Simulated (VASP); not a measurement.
# Cs in VASP: a series of runs

Cs is run at these levels: PBE; tasks: single point.

Everything below comes from runs of VASP 6.6.1. Logs are shortened: lines on timing, memory, paths and dates and some standing lists are left out, and cuts for length are marked.

## (1) The cell of the first run

The cell holds a sheet with vacuum, 6 atoms: a = 11.865 Å, b = 11.865 Å, c = 15.000 Å, α = 90.00°, β = 90.00°, γ = 120.00°.

The cell was generated, and may not be a known phase.

## (2) Single point, PBE

File INCAR:

```
PREC     = Accurate       # precision mode
ENCUT    = 520            # plane-wave cutoff, eV
EDIFF    = 1E-6           # SCF threshold, eV
ISMEAR   = 0              # smearing method
SIGMA    = 0.1            # smearing width, eV
LREAL    = F              # projectors in reciprocal space
LASPH    = T              # aspherical terms in the spheres
NELM     = 100            # most SCF steps
ALGO     = Normal         # electronic algorithm
ISIF     = 2              # what is computed and relaxed
LWAVE    = F              # write WAVECAR
LCHARG   = F              # write CHGCAR
LDIPOL   = T            
IDIPOL   = 3            
DIPOL    = 0.5 0.5 0.500
GGA      = PE             # functional
NBANDS   = 36             # bands
```

File KPOINTS:

```
regular mesh
0
Gamma
  3 3 1
```

File POSCAR:

```
Cs
1.0
   11.8652440000      0.0000000000      0.0000000000
   -5.9326220000     10.2756030000      0.0000000000
    0.0000000000      0.0000000000     15.0000000000
Cs
6
Direct
    0.6697458400      0.0000000000      0.5079087400
    0.0000000000      0.6697458400      0.5079087400
    0.3302541600      0.3302541600      0.5079087400
    0.0000000000      0.3302541600      0.4920912600
    0.3302541600      0.0000000000      0.4920912600
    0.6697458400      0.6697458400      0.4920912600
```

Potentials or basis: VASP PAW PBE potentials, release 64 (Cs_sv).

Command:

```
cat potpaw_PBE.64/Cs_sv/POTCAR > POTCAR
mpirun -np 1 vasp_std > vasp.out
```

OUTCAR:

```text
PREC = Accurate
   ENCUT = 520
   EDIFF = 1E-6
   ISMEAR = 0
   LREAL = F
   LASPH = T
   NELM = 100
   ISIF = 2
   GGA = PE

 ion  position               nearest neighbor table
   1  0.670  0.000  0.508-
   2  0.000  0.670  0.508-
   3  0.330  0.330  0.508-
   4  0.000  0.330  0.492-
   5  0.330  0.000  0.492-
   6  0.670  0.670  0.492-

  LATTYP: Found a hexagonal cell.
 ALAT       =    11.8652440000
 C/A-ratio  =     1.2641965054

  Lattice vectors:

 A1 = (  11.8652440000,   0.0000000000,   0.0000000000)
 A2 = (  -5.9326220000,  10.2756030000,   0.0000000000)
 A3 = (   0.0000000000,   0.0000000000,  15.0000000000)

Analysis of symmetry for initial positions (statically):
=====================================================================
 Subroutine PRICEL returns:
 Original cell was already a primitive cell.

 Routine SETGRP: Setting up the symmetry group for a
 hexagonal supercell.

 Subroutine GETGRP returns: Found 12 space group operations
 (whereof 12 operations were pure point group operations)
 out of a pool of 24 trial point group operations.

The static configuration has the point symmetry D_3d.

Analysis of symmetry for dynamics (positions and initial velocities):
=====================================================================
 Subroutine PRICEL returns:
 Original cell was already a primitive cell.

 Routine SETGRP: Setting up the symmetry group for a
 hexagonal supercell.

 Subroutine GETGRP returns: Found 12 space group operations
 (whereof 12 operations were pure point group operations)
 out of a pool of 24 trial point group operations.

The dynamic configuration has the point symmetry D_3d.

 Subroutine INISYM returns: Found 12 space group operations
 (whereof 12 operations are pure point group operations),
 and found     1 'primitive' translations

----------------------------------------------------------------------------------------

                                     Primitive cell

  volume of cell :    1828.8381

  direct lattice vectors                    reciprocal lattice vectors
    11.865244000  0.000000000  0.000000000     0.084279767  0.048658945  0.000000000
    -5.932622000 10.275603000  0.000000000     0.000000000  0.097317890  0.000000000
     0.000000000  0.000000000 15.000000000     0.000000000  0.000000000  0.066666667

  length of vectors
    11.865244000 11.865244237 15.000000000     0.097317892  0.097317890  0.066666667

  position of ions in fractional coordinates (direct lattice)
     0.669745840  0.000000000  0.507908740
     0.000000000  0.669745840  0.507908740
     0.330254160  0.330254160  0.507908740
     0.000000000  0.330254160  0.492091260
     0.330254160  0.000000000  0.492091260
     0.669745840  0.669745840  0.492091260

  ion indices of the primitive-cell ions
   primitive index   ion index
                 1           1
                 2           2
                 3           3
                 4           4
                 5           5
                 6           6

----------------------------------------------------------------------------------------

 KPOINTS: regular mesh

Automatic generation of k-mesh.
 Grid dimensions read from file:
 generate k-points for:    3    3    1

 Generating k-lattice:

  Cartesian coordinates                     Fractional coordinates (reciprocal lattice)
     0.028093256  0.016219648  0.000000000     0.333333333  0.000000000  0.000000000
     0.000000000  0.032439297  0.000000000     0.000000000  0.333333333  0.000000000
     0.000000000  0.000000000  0.066666667     0.000000000  0.000000000  1.000000000

  Length of vectors
     0.032439297  0.032439297  0.066666667

  Shift w.r.t. Gamma in fractional coordinates (k-lattice)
     0.000000000  0.000000000  0.000000000

 Subroutine IBZKPT returns following result:
 ===========================================

 Found      3 irreducible k-points:

 Following reciprocal coordinates:
            Coordinates               Weight
  0.000000  0.000000  0.000000      1.000000
  0.333333  0.000000  0.000000      6.000000
  0.333333  0.333333  0.000000      2.000000
   k-points           NKPTS =      3   k-points in BZ     NKDIM =      3   number of bands    NBANDS=     36
   number of dos      NEDOS =    301   number of ions     NIONS =      6
   total plane-waves  NPLWV = 907200
   dimension x,y,z NGX =    90 NGY =   90 NGZ =  112
   dimension x,y,z NGXF=   180 NGYF=  180 NGZF=  224
   ions per type =               6
   NGX,Y,Z   is equivalent  to a cutoff of  12.61, 12.61, 12.41 a.u.
   NGXF,Y,Z  is equivalent  to a cutoff of  25.22, 25.22, 24.83 a.u.
 SYSTEM =  unknown system
   PREC   = accura    normal or accurate (medium, high low for compatibility)
   ISTART =      0    job   : 0-new  1-cont  2-samecut
   ICHARG =      2    charge: 1-file 2-atom 10-const
   ISPIN  =      1    spin polarized calculation?
   LNONCOLLINEAR =      F non collinear calculations
   LSORBIT =      F    spin-orbit coupling
   LASPH  =      T    aspherical Exc in radial PAW
   ENCUT  =  520.0 eV  38.22 Ry    6.18 a.u.  22.06 22.06 27.89*2*pi/ulx,y,z
   NELM   =    100;   NELMIN=  2; NELMDL= -5     # of ELM steps
   EDIFF  = 0.1E-05   stopping-criterion for ELM
   LREAL  =      F    real-space projection
   EDIFFG = 0.1E-04   stopping-criterion for IOM
   NSW    =      0    number of steps for IOM
   IBRION =     -1    ionic relax: 0-MD 1-quasi-New 2-CG
   NFREE  =      0    steps in history (QN), initial steepest desc. (CG)
   ISIF   =      2    stress and relaxation
   ISYM   =      2    0-nonsym 1-usesym 2-fastsym
   POTIM  = 0.5000    time-step for ionic-motion
   TEBEG  =    0.0;   TEEND  =   0.0 temperature during run
   PSTRESS=    0.0 pullay stress
   NELECT =      54.0000    total number of electrons
   NUPDOWN=      -1.0000    fix difference up-down
   EMIN   =  10.00;   EMAX   =-10.00  energy-range for DOS
   EFERMI =   0.00;   METHOD = LEGACY
   ISMEAR =     0;   SIGMA  =   0.10  broadening in eV -4-tet -1-fermi 0-gaus
   EFERMI_NEDOS =   21; number of points for ismear=-14 and -15
   IALGO  =     38    algorithm
   IMIX   =      4    mixing-type and parameters
     AMIX     =   0.40;   BMIX     =  1.00
     AMIX_MAG =   1.60;   BMIX_MAG =  1.00
  volume/ion in A,a.u.               =     304.81      2056.93
  Fermi-wavevector in a.u.,A,eV,Ry     =   0.505997  0.956195  3.483536  0.256033
  Thomas-Fermi vector in A             =   1.516798
   LORBIT       =      0    0 simple, 1 ext, 2 COOP (PROOUT), +10 PAW based schemes
   GGA     = PE    functional components
   LHFCALC =     F    Hartree Fock is set to
   AEXX    =    0.0000 exact exchange contribution
   IVDW    =     0    specifies the selected vdW correction
   LEPSILON=     F    determine dielectric tensor
   LRPA    =     F    only Hartree local field effects (RPA)
 non-spin polarized calculation
 Gauss-broadening in eV      SIGMA  =   0.10
  energy-cutoff  :      520.00
  volume of cell :     1828.84
 maximum number of plane-waves:     49272
 NGX is ok and might be reduce to    90
   NGX = 45   NGY = 45   NGZ = 55

 dipolmoment           0.000000      0.000000      0.000000 electrons x Angstroem

 number of electron      53.9999997 magnetization

 dipolmoment           0.000000      0.000000     -0.000000 electrons x Angstroem

 Free energy of the ion-electron system (eV)
  ---------------------------------------------------
  ext. energy  EPLUGINS =         0.00000000
  ---------------------------------------------------
  free energy    TOTEN  =        -1.60157081 eV

  energy without entropy =       -1.51990998  energy(sigma->0) =       -1.56074040

 E-fermi :  -1.0316     XC(G=0):  -2.6426

 val. band max:       -1.0319873675   @ k =   0.3333   0.0000   0.0000
 cond. band min:      -0.7477622668   @ k =   0.3333   0.0000   0.0000
 fundamental gap:      0.2842251007
 Fermi energy:        -1.0316068265

 k-point     1 :       0.0000    0.0000    0.0000
  band No.  band energies     occupation
      1     -25.6938      2.00000
      2     -25.6242      2.00000
      3     -25.6242      2.00000
      4     -25.6097      2.00000
      5     -25.6097      2.00000
      6     -25.5381      2.00000
[... 28 lines left out ...]
     35      -0.2306      0.00000
     36       0.1630      0.00000

 k-point     2 :       0.3333    0.0000    0.0000
  band No.  band energies     occupation
      1     -25.6822      2.00000
      2     -25.6521      2.00000
      3     -25.6404      2.00000
      4     -25.5933      2.00000
      5     -25.5814      2.00000
      6     -25.5502      2.00000
[... 28 lines left out ...]
     35      -0.0509      0.00000
     36       0.0305      0.00000

 k-point     3 :       0.3333    0.3333    0.0000
  band No.  band energies     occupation
      1     -25.6662      2.00000
      2     -25.6596      2.00000
      3     -25.6596      2.00000
      4     -25.5737      2.00000
      5     -25.5737      2.00000
      6     -25.5669      2.00000
[... 28 lines left out ...]
     35       0.0482      0.00000
     36       0.0486      0.00000

------------------------ aborting loop because EDIFF is reached ----------------------------------------

 vacuum level on the upper side and lower side of the slab       (xc-potential included)        -0.237        -0.237

  FORCE on cell =-STRESS in cart. coord.  units (eV):
  Direction    XX          YY          ZZ          XY          YZ          ZX
  --------------------------------------------------------------------------------------
  -------------------------------------------------------------------------------------
  Total        5.6699649      5.6699652     -0.0093920      0.0000000      0.0000000     -0.0000000
  in kB        4.9672464      4.9672466     -0.0082280      0.0000000      0.0000000     -0.0000000
  external PRESSURE =       3.3087550 kB  Pullay stress =       0.0000000 kB

 VOLUME and BASIS-vectors are now :
 -----------------------------------------------------------------------------
  energy-cutoff  :      520.00
  volume of cell :     1828.84
      direct lattice vectors                 reciprocal lattice vectors
    11.865244000  0.000000000  0.000000000     0.084279767  0.048658945  0.000000000
    -5.932622000 10.275603000  0.000000000     0.000000000  0.097317890  0.000000000
     0.000000000  0.000000000 15.000000000     0.000000000  0.000000000  0.066666667

 POSITION                                       TOTAL-FORCE (eV/Angst)
 -----------------------------------------------------------------------------------
      7.94670      0.00000      7.61863        -0.074363      0.000000      0.074389
     -3.97335      6.88204      7.61863         0.037182     -0.064401      0.074389
      1.95927      3.39356      7.61863         0.037182      0.064401      0.074389
     -1.95927      3.39356      7.38137        -0.037182      0.064401     -0.074389
      3.91855      0.00000      7.38137         0.074363      0.000000     -0.074389
      3.97335      6.88204      7.38137        -0.037182     -0.064401     -0.074389
 -----------------------------------------------------------------------------------
    total drift:                               -0.000000      0.000000     -0.000000

  FREE ENERGIE OF THE ION-ELECTRON SYSTEM (eV)
  ---------------------------------------------------
  free  energy   TOTEN  =        -1.6015708088 eV

  energy  without entropy=       -1.5199099848  energy(sigma->0) =       -1.56074040

 vacuum level on the upper side and lower side of the slab         0.549         0.549
```

It took 5 min on 1 thread of Intel Xeon 6975P-C (Granite Rapids), shared host; peak memory 1.4 GiB.

What came out:

```
Free energy   : -1.6016 eV
Largest force : 0.105 eV/Å
```

Forces on the atoms (eV/Å):
```
Cs  -0.074  0.000  0.074
Cs   0.037 -0.064  0.074
Cs   0.037  0.064  0.074
Cs  -0.037  0.064 -0.074
Cs   0.074  0.000 -0.074
Cs  -0.037 -0.064 -0.074
```

Levels at points of the mesh, in eV from the Fermi level:
```csv
k point,band 25,band 26,band 27,band 28,band 29,band 30
"(0.00, 0.00, 0.00)",-1.33,-0.08,-0.08,0.40,0.40,0.41
```

Caveat: spin-orbit coupling is left out, which moves the levels of the heavy elements.

(Part 1 of 2 ends here.)
